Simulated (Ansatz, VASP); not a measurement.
## TlBr: VASP beside Ansatz

```
Tl Br
1.0
     3.99491    0.00000    0.00000
     0.00000    3.99491    0.00000
     0.00000    0.00000    3.99491
Tl Br
1 1
Direct
  0.00000 0.00000 0.00000
  0.50000 0.50000 0.50000
```

Alike in both runs: task single point; functional PBE; k mesh 2 × 2 × 2; no spin polarisation.

|  | VASP | Ansatz |
| --- | --- | --- |
| version | VASP 6.6.1 | Ansatz 0.2.0 |
| potentials or method | VASP PAW PBE potentials, release 64 (Tl_d, Br) | plane waves |
| plane-wave cutoff (eV) | 500 | 420 |
| occupations | gaussian, width 0.01 eV | fixed |
| valence electrons in the cell | 20 | 20 |

VASP gave:

- gap on the k mesh at the Fermi level (eV): 1.76
- pressure (GPa): 4.2

Q: Which values does Ansatz return?

A: gap on the k mesh at the Fermi level (eV): 1.75; pressure (GPa): 4.3.

The k mesh is coarse, so the values compare programs but aren't converged. Neither program's run includes spin-orbit coupling.
